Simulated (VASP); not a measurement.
# Zr3Ag (P4/mmm) in VASP: a series of runs, part 3 of 3

VASP 6.6.1.

### Step 5. Electric field gradients, LDA (zz strain of +2 %)

The input, INCAR:

```
SYSTEM = Zr3Ag
  PREC = Accurate
  ENCUT = 520
  EDIFF = 1E-8
  ISMEAR = -1
  SIGMA = 0.05
  LREAL = .False.
  LASPH = .True.
  NELM = 60
  ALGO = Normal
  ISIF = 2
  LWAVE = .False.
  LCHARG = .False.
  LEFG = .True.
  NBANDS = 32
```

The input, KPOINTS:

```
Automatic mesh
0
Gamma
  7 7 8
  0 0 0
```

The input, POSCAR:

```
Zr3Ag
1.0
    4.5660000000      0.0000000000      0.0000000000
    0.0000000000      4.5660000000      0.0000000000
    0.0000000000      0.0000000000      4.0657200000
Zr Ag
3 1
Direct
    0.5000000000      0.5000000000      0.0000000000
    0.0000000000      0.5000000000      0.5000000000
    0.5000000000      0.0000000000      0.5000000000
    0.0000000000      0.0000000000      0.0000000000
```

Potentials or basis: VASP PAW LDA potentials, release 64 (Zr_sv, Ag).

Started as:

```console
$ cat potpaw_LDA.64/Zr_sv/POTCAR potpaw_LDA.64/Ag/POTCAR > POTCAR
$ mpirun -np 1 vasp_std > vasp.out
```

OUTCAR:

```text
SYSTEM = Zr3Ag
   PREC = Accurate
   ENCUT = 520
   EDIFF = 1E-8
   ISMEAR = -1
   LREAL = .False.
   LASPH = .True.
   NELM = 60
   ISIF = 2

 ion  position               nearest neighbor table
   1  0.500  0.500  0.000-   2 3.06   3 3.06   2 3.06   3 3.06   3 3.06   3 3.06   2 3.06   2 3.06
                             4 3.23   4 3.23   4 3.23   4 3.23
   2  0.000  0.500  0.500-   1 3.06   4 3.06   1 3.06   4 3.06   4 3.06   4 3.06   1 3.06   1 3.06
                             3 3.23   3 3.23   3 3.23   3 3.23
   3  0.500  0.000  0.500-   1 3.06   4 3.06   1 3.06   4 3.06   1 3.06   1 3.06   4 3.06   4 3.06
                             2 3.23   2 3.23   2 3.23   2 3.23
   4  0.000  0.000  0.000-   2 3.06   3 3.06   2 3.06   3 3.06   2 3.06   2 3.06   3 3.06   3 3.06
                             1 3.23   1 3.23   1 3.23   1 3.23

  LATTYP: Found a simple tetragonal cell.
[... 1074 lines left out ...]
   1       4.735     4.735    -9.471    -0.000     0.000     0.000
   2      32.971   -14.771   -18.200     0.000     0.000     0.000
   3     -14.771    32.971   -18.200    -0.000    -0.000     0.000
   4      -1.178    -1.178     2.357    -0.000    -0.000     0.000
---------------------------------------------------------------------

 Electric field gradients after diagonalization (V/A^2)
 (convention: |V_zz| > |V_xx| > |V_yy|)
----------------------------------------------------------------------
 ion       V_xx      V_yy      V_zz     asymmetry (V_yy - V_xx)/ V_zz
----------------------------------------------------------------------
   1       4.735     4.735    -9.471       0.000
   2     -18.200   -14.771    32.971       0.104
   3     -18.200   -14.771    32.971       0.104
   4      -1.178    -1.178     2.357       0.000
----------------------------------------------------------------------

           NMR quadrupolar parameters

 Cq : quadrupolar parameter    Cq=e*Q*V_zz/h
 eta: asymmetry parameters     (V_yy - V_xx)/ V_zz
 Q  : nuclear electric quadrupole moment in mb (millibarn)
----------------------------------------------------------------------
 ion       Cq(MHz)       eta       Q (mb)
----------------------------------------------------------------------
   1      -0.023       0.000       1.000
   2       0.080       0.104       1.000
   3       0.080       0.104       1.000
   4       0.006       0.000       1.000
----------------------------------------------------------------------
```

stdout:

```text
POSCAR found type information on POSCAR ZrAg
 POSCAR found :  2 types and       4 ions
 scaLAPACK will be used
 LDA part: xc-table for (Slater(with rela. corr.)+CA(PZ))
 , standard interpolation
 POSCAR, INCAR and KPOINTS ok, starting setup
 FFT: planning ... GRIDC
 FFT: planning ... GRID_SOFT
 FFT: planning ... GRID
 WAVECAR not read
 entering main loop
ion   1

ion   2

ion   3

ion   4
```

It took 79 s on 1 thread of Intel Xeon Platinum 8559C (Emerald Rapids), shared host; peak memory 0.24 GiB.

Results:

* Free energy: -31.6054 eV
* Pressure: -6.6 GPa
* Band gap on the k mesh: zero (an odd number of electrons rules out a gap without spin polarisation)
* Largest electric field gradient by atom: Zr -9.5, +33.0 (each value once); Ag +2.4 V/Å²

Stress tensor (GPa, compression positive):
```
-7.50  0.00  0.00
 0.00 -7.50  0.00
 0.00  0.00 -4.82
```

Levels at points of the mesh, in eV from the Fermi level:
```csv
k point,band 22,band 23,band 24,band 25,band 26,band 27
"(0.00, 0.00, 0.00)",-0.88,-0.78,-0.20,2.20,2.20,3.18
"(0.00, 0.00, 0.50)",-0.85,-0.83,0.85,0.91,0.91,2.25
```

Electric field gradients, principal values (V/Å²):
```tsv
atom	least	middle	greatest (by size)
1 Zr	4.735	4.735	-9.471
2 Zr	-14.771	-18.200	32.971
3 Zr	-14.771	-18.200	32.971
4 Ag	-1.178	-1.178	2.357
```

Caveat: the cell differs from its parent crystal (zz strain of +2 %); the cell stands under tension; without QUAD_EFG the Cq values of the log hold for a quadrupole moment of 1 mb, not for the nuclei.

### Step 6. Electric field gradients, LDA (zz strain of +2 %)

The input, INCAR:

```
PREC     = Accurate       # precision mode
ENCUT    = 520            # plane-wave cutoff, eV
EDIFF    = 1E-8           # SCF threshold, eV
ISMEAR   = -1             # smearing method
SIGMA    = 0.05           # smearing width, eV
LREAL    = False          # projectors in reciprocal space
LASPH    = True           # aspherical terms in the spheres
NELM     = 60             # most SCF steps
ALGO     = Normal         # electronic algorithm
ISIF     = 2              # what is computed and relaxed
LWAVE    = False          # write WAVECAR
LCHARG   = False          # write CHGCAR
GGA      = CA             # functional
LEFG     = True         
NBANDS   = 32             # bands
```

The input, KPOINTS:

```
Automatic mesh
0
Gamma
  7 7 8
```

POSCAR is that of step 5.

Potentials or basis: VASP PAW LDA potentials, release 64 (Zr_sv, Ag).

Started as:

```console
$ cat potpaw_LDA.64/Zr_sv/POTCAR potpaw_LDA.64/Ag/POTCAR > POTCAR
$ mpirun -np 1 vasp_std > vasp.out
```

OUTCAR:

```text
PREC = Accurate
   ENCUT = 520
   EDIFF = 1E-8
   ISMEAR = -1
   LREAL = False
   LASPH = True
   NELM = 60
   ISIF = 2
   GGA = CA

 ion  position               nearest neighbor table
   1  0.500  0.500  0.000-   2 3.06   3 3.06   2 3.06   3 3.06   3 3.06   3 3.06   2 3.06   2 3.06
                             4 3.23   4 3.23   4 3.23   4 3.23
   2  0.000  0.500  0.500-   1 3.06   4 3.06   1 3.06   4 3.06   4 3.06   4 3.06   1 3.06   1 3.06
                             3 3.23   3 3.23   3 3.23   3 3.23
   3  0.500  0.000  0.500-   1 3.06   4 3.06   1 3.06   4 3.06   1 3.06   1 3.06   4 3.06   4 3.06
                             2 3.23   2 3.23   2 3.23   2 3.23
   4  0.000  0.000  0.000-   2 3.06   3 3.06   2 3.06   3 3.06   2 3.06   2 3.06   3 3.06   3 3.06
                             1 3.23   1 3.23   1 3.23   1 3.23

  LATTYP: Found a simple tetragonal cell.
 ALAT       =     4.5660000000
[... 1074 lines left out ...]
   2      32.971   -14.771   -18.200     0.000     0.000     0.000
   3     -14.771    32.971   -18.200    -0.000    -0.000     0.000
   4      -1.178    -1.178     2.357    -0.000    -0.000     0.000
---------------------------------------------------------------------

 Electric field gradients after diagonalization (V/A^2)
 (convention: |V_zz| > |V_xx| > |V_yy|)
----------------------------------------------------------------------
 ion       V_xx      V_yy      V_zz     asymmetry (V_yy - V_xx)/ V_zz
----------------------------------------------------------------------
   1       4.735     4.735    -9.471       0.000
   2     -18.200   -14.771    32.971       0.104
   3     -18.200   -14.771    32.971       0.104
   4      -1.178    -1.178     2.357       0.000
----------------------------------------------------------------------

           NMR quadrupolar parameters

 Cq : quadrupolar parameter    Cq=e*Q*V_zz/h
 eta: asymmetry parameters     (V_yy - V_xx)/ V_zz
 Q  : nuclear electric quadrupole moment in mb (millibarn)
----------------------------------------------------------------------
 ion       Cq(MHz)       eta       Q (mb)
----------------------------------------------------------------------
   1      -0.023       0.000       1.000
   2       0.080       0.104       1.000
   3       0.080       0.104       1.000
   4       0.006       0.000       1.000
----------------------------------------------------------------------
```

Wall time 80 s (1 thread of Intel Xeon Platinum 8559C (Emerald Rapids), shared host); peak memory 0.24 GiB.

What came out:

```
Free energy                             : -31.6054 eV
Pressure                                : -6.6 GPa
Band gap on the k mesh                  : zero (an odd number of electrons rules out a gap without spin polarisation)
Largest electric field gradient by atom : Zr -9.5, +33.0 (each value once); Ag +2.4 V/Å²
```

Stress tensor (GPa, compression positive):
```
-7.50  0.00  0.00
 0.00 -7.50  0.00
 0.00  0.00 -4.82
```

Electric field gradients, principal values (V/Å²):
| atom | least | middle | greatest (by size) |
| --- | --- | --- | --- |
| 1 Zr | 4.735 | 4.735 | -9.471 |
| 2 Zr | -14.771 | -18.200 | 32.971 |
| 3 Zr | -14.771 | -18.200 | 32.971 |
| 4 Ag | -1.178 | -1.178 | 2.357 |

Caveat: the cell differs from its parent crystal (zz strain of +2 %); the cell stands under tension; without QUAD_EFG the Cq values of the log hold for a quadrupole moment of 1 mb, not for the nuclei.

### Step 7. Summary

| cell | gap on the mesh (eV) | pressure (GPa) |
| --- | --- | --- |
| a = 4.551, b = 4.551, c = 3.973 Å, 4 atoms | none | -3.9 |
| a = 4.566, b = 4.566, c = 4.026 Å, 4 atoms | none | -5.7 |
| a = 4.566, b = 4.566, c = 4.066 Å, 4 atoms | none | -6.6 |

Alike in all rows: task electric field gradients; level LDA; potentials or basis VASP PAW LDA potentials, release 64 (Zr_sv, Ag); no spin polarisation; k mesh 7 × 7 × 8; cutoff (eV) 520; smearing fermi-dirac 0.05 eV.

Caveats: the cell stands under tension.

Absolute energies hang on the potentials; compare differences alone.
